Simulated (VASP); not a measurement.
# Ba (I4/mmm) in VASP: single point with r2SCAN

Aim: the single point of Ba with r2SCAN.

All numbers are computed with VASP 6.6.1; they aren't measurements. Logs are shortened: lines on timing, memory, paths and dates and some standing lists are left out, and cuts for length are marked.

## 1. The cell of the first run

The structure is tetragonal, space group I4/mmm (No. 139). The conventional cell has a = 5.086 Å, b = 5.086 Å, c = 5.045 Å, α = 90.00°, β = 90.00°, γ = 90.00°. Ba (site symmetry 4/mmm) has 14 Ba at 4.39 to 5.09 Å within 5.8 Å.

## 2. Single point, r2SCAN

The input, POSCAR:

```
Ba
1.0
   -2.5431669329      2.5431669329      2.5226483624
    2.5431669329     -2.5431669329      2.5226483624
    2.5431669329      2.5431669329     -2.5226483624
Ba
1
Direct
    0.0000000000      0.0000000000      0.0000000000
```

The input, INCAR.step1:

```
PREC = Accurate
ENCUT = 520
ISMEAR = 0
SIGMA = 0.1
LREAL = False
LASPH = True
NELM = 100
NBANDS = 11
GGA = PE
ALGO = Normal
EDIFF = 1E-4
LWAVE = True
LCHARG = False
```

The input, INCAR.step2:

```
PREC = Accurate
ENCUT = 520
EDIFF = 1E-7
ISMEAR = 0
SIGMA = 0.1
LREAL = False
LASPH = True
NELM = 100
ALGO = Normal
ISIF = 2
LWAVE = False
LCHARG = False
METAGGA = R2SCAN
LMIXTAU = True
NBANDS = 11
ISTART = 1
```

The input, KPOINTS:

```
regular mesh
0
Gamma
  12 12 12
```

Potentials or basis: VASP PAW PBE potentials, release 64 (Ba_sv).

On the command line:

```console
$ cat potpaw_PBE.64/Ba_sv/POTCAR > POTCAR
$ cp INCAR.step1 INCAR
$ mpirun -np 1 vasp_std > vasp.out
$ cp INCAR.step2 INCAR
$ mpirun -np 1 vasp_std > vasp.out
```

OUTCAR:

```text
PREC = Accurate
   ENCUT = 520
   EDIFF = 1E-7
   ISMEAR = 0
   LREAL = False
   LASPH = True
   NELM = 100
   ISIF = 2
   METAGGA = R2SCAN
   ISTART = 1

 ion  position               nearest neighbor table
   1  0.000  0.000  0.000-

  LATTYP: Found a body centered tetragonal cell.
 ALAT       =     5.0863338658
 C/A-ratio  =     0.9919318822

  Lattice vectors:

 A1 = (  -2.5431669329,   2.5431669329,   2.5226483624)
 A2 = (   2.5431669329,  -2.5431669329,   2.5226483624)
 A3 = (   2.5431669329,   2.5431669329,  -2.5226483624)

Analysis of symmetry for initial positions (statically):
=====================================================================
 Subroutine PRICEL returns:
 Original cell was already a primitive cell.

 Routine SETGRP: Setting up the symmetry group for a
 body centered tetragonal supercell.

 Subroutine GETGRP returns: Found 16 space group operations
 (whereof 16 operations were pure point group operations)
 out of a pool of 16 trial point group operations.

The static configuration has the point symmetry D_4h.

Analysis of symmetry for dynamics (positions and initial velocities):
=====================================================================
 Subroutine PRICEL returns:
 Original cell was already a primitive cell.

 Routine SETGRP: Setting up the symmetry group for a
 body centered tetragonal supercell.

 Subroutine GETGRP returns: Found 16 space group operations
 (whereof 16 operations were pure point group operations)
 out of a pool of 16 trial point group operations.

The dynamic configuration has the point symmetry D_4h.

 Subroutine INISYM returns: Found 16 space group operations
 (whereof 16 operations are pure point group operations),
 and found     1 'primitive' translations

----------------------------------------------------------------------------------------

                                     Primitive cell

  volume of cell :      65.2629

  direct lattice vectors                    reciprocal lattice vectors
    -2.543166933  2.543166933  2.522648362     0.000000000  0.196605262  0.198204398
     2.543166933 -2.543166933  2.522648362     0.196605262  0.000000000  0.198204398
     2.543166933  2.543166933 -2.522648362     0.196605262  0.196605262  0.000000000

  length of vectors
     4.393079883  4.393079883  4.393079883     0.279174878  0.279174878  0.278041827

  position of ions in fractional coordinates (direct lattice)
[... 83 lines left out ...]
   ISIF   =      2    stress and relaxation
   ISYM   =      2    0-nonsym 1-usesym 2-fastsym
   POTIM  = 0.5000    time-step for ionic-motion
   TEBEG  =    0.0;   TEEND  =   0.0 temperature during run
   PSTRESS=    0.0 pullay stress
   NELECT =      10.0000    total number of electrons
   NUPDOWN=      -1.0000    fix difference up-down
   EMIN   =  10.00;   EMAX   =-10.00  energy-range for DOS
   EFERMI =   0.00;   METHOD = LEGACY
   ISMEAR =     0;   SIGMA  =   0.10  broadening in eV -4-tet -1-fermi 0-gaus
   EFERMI_NEDOS =   21; number of points for ismear=-14 and -15
   IALGO  =     38    algorithm
   IMIX   =      4    mixing-type and parameters
     AMIX     =   0.40;   BMIX     =  1.00
     AMIX_MAG =   1.60;   BMIX_MAG =  1.00
  volume/ion in A,a.u.               =      65.26       440.42
  Fermi-wavevector in a.u.,A,eV,Ry     =   0.876031  1.655458 10.441517  0.767430
  Thomas-Fermi vector in A             =   1.995784
   LORBIT       =      0    0 simple, 1 ext, 2 COOP (PROOUT), +10 PAW based schemes
   METAGGA = R2SCAN    functional components
   LHFCALC =     F    Hartree Fock is set to
   AEXX    =    0.0000 exact exchange contribution
   IVDW    =     0    specifies the selected vdW correction
   LEPSILON=     F    determine dielectric tensor
   LRPA    =     F    only Hartree local field effects (RPA)
 non-spin polarized calculation
 Gauss-broadening in eV      SIGMA  =   0.10
  energy-cutoff  :      520.00
  volume of cell :       65.26
 maximum number of plane-waves:      1777
 NGX is ok and might be reduce to    36
   NGX = 17   NGY = 17   NGZ = 17

 number of electron      10.0000000 magnetization

 Free energy of the ion-electron system (eV)
  ---------------------------------------------------
  ext. energy  EPLUGINS =         0.00000000
  ---------------------------------------------------
  free energy    TOTEN  =       -26.43622438 eV

  energy without entropy =      -26.43070326  energy(sigma->0) =      -26.43346382

 E-fermi :   1.6019     XC(G=0):  -7.7110

 val. band max:        1.5940604752   @ k =   0.4167   0.2500   0.1667
 cond. band min:       1.6185402074   @ k =  -0.3333  -0.4167   0.1667
 fundamental gap:      0.0244797321
 Fermi energy:         1.6018938359

 k-point     1 :       0.0000    0.0000    0.0000
  band No.  band energies     occupation
      1     -28.3669      2.00000
      2     -12.9166      2.00000
      3     -12.9166      2.00000
      4     -12.9161      2.00000
      5      -1.2583      2.00000
      6       3.6744      0.00000
      7       3.7233      0.00000
      8       3.7233      0.00000
      9       4.9806      0.00000
     10       5.0536      0.00000
     11       8.7730      0.00000
[... 309 lines left out ...]
 k-point    24 :      -0.4167    0.1667    0.0000
  band No.  band energies     occupation
      1     -28.3332      2.00000
      2     -13.2406      2.00000
      3     -13.0396      2.00000
      4     -12.9488      2.00000
      5       0.6411      2.00000
      6       2.3500      0.00000
      7       2.6928      0.00000
      8       4.7307      0.00000
      9       5.5137      0.00000
     10       6.0201      0.00000
     11       8.4522      0.00000

 [... further k-points ...]

------------------------ aborting loop because EDIFF is reached ----------------------------------------

  FORCE on cell =-STRESS in cart. coord.  units (eV):
  Direction    XX          YY          ZZ          XY          YZ          ZX
  --------------------------------------------------------------------------------------
  -------------------------------------------------------------------------------------
  Total        0.0049889      0.0049889      0.0274910      0.0000000      0.0000000      0.0000000
  in kB        0.1224749      0.1224749      0.6748930      0.0000000      0.0000000      0.0000000
  external PRESSURE =       0.3066143 kB  Pullay stress =       0.0000000 kB

 VOLUME and BASIS-vectors are now :
 -----------------------------------------------------------------------------
  energy-cutoff  :      520.00
  volume of cell :       65.26
      direct lattice vectors                 reciprocal lattice vectors
    -2.543166933  2.543166933  2.522648362     0.000000000  0.196605262  0.198204398
     2.543166933 -2.543166933  2.522648362     0.196605262  0.000000000  0.198204398
     2.543166933  2.543166933 -2.522648362     0.196605262  0.196605262  0.000000000

 POSITION                                       TOTAL-FORCE (eV/Angst)
 -----------------------------------------------------------------------------------
      0.00000      0.00000      0.00000         0.000000      0.000000     -0.000000
 -----------------------------------------------------------------------------------
    total drift:                               -0.000000      0.000000      0.000000

  FREE ENERGIE OF THE ION-ELECTRON SYSTEM (eV)
  ---------------------------------------------------
  free  energy   TOTEN  =       -26.4362243830 eV

  energy  without entropy=      -26.4307032623  energy(sigma->0) =      -26.43346382
```

OUTCAR.step1:

```text
PREC = Accurate
   ENCUT = 520
   ISMEAR = 0
   LREAL = False
   LASPH = True
   NELM = 100
[... 552 lines left out ...]

 POSITION                                       TOTAL-FORCE (eV/Angst)
 -----------------------------------------------------------------------------------
      0.00000      0.00000      0.00000        -0.000000      0.000000     -0.000000
 -----------------------------------------------------------------------------------
    total drift:                               -0.000000      0.000000      0.000000

  FREE ENERGIE OF THE ION-ELECTRON SYSTEM (eV)
  ---------------------------------------------------
  free  energy   TOTEN  =        -1.9098360906 eV

  energy  without entropy=       -1.9037131348  energy(sigma->0) =       -1.90677461
```

OSZICAR.step1:

```text
N       E                     dE             d eps       ncg     rms          rms(c)
DAV:   1     0.558894284145E+02    0.55889E+02   -0.42233E+03  3586   0.747E+02
DAV:   2     0.816724477037E+00   -0.55073E+02   -0.53524E+02  4358   0.136E+02
DAV:   3    -0.182581626928E+01   -0.26425E+01   -0.26270E+01  4579   0.315E+01
DAV:   4    -0.190644058784E+01   -0.80624E-01   -0.80476E-01  4789   0.505E+00
DAV:   5    -0.190856014965E+01   -0.21196E-02   -0.21194E-02  4771   0.651E-01    0.156E+00
DAV:   6    -0.190879452368E+01   -0.23437E-03   -0.32702E-03  4442   0.530E-01    0.930E-01
DAV:   7    -0.190964658312E+01   -0.85206E-03   -0.64630E-03  4108   0.855E-01    0.435E-02
DAV:   8    -0.190982803677E+01   -0.18145E-03   -0.32738E-04  5222   0.111E-01    0.307E-02
DAV:   9    -0.190983609062E+01   -0.80538E-05   -0.67794E-06  2336   0.247E-02
   1 F= -.19098361E+01 E0= -.19067746E+01  d E =-.612296E-02
```

Run time: 8.2 min. Hardware: 1 thread of Intel Xeon 8259CL, shared host; peak memory 0.29 GiB.

Results:

* Free energy: -26.4362 eV
* Pressure: 0.0 GPa
* Band gap on the k mesh: zero (bands 5 and 6 overlap by 1.09 eV)

Caveat: the PAW data sets were made with another functional, which shifts forces and pressure a little; spin-orbit coupling is left out, which moves the levels of the heavy elements.
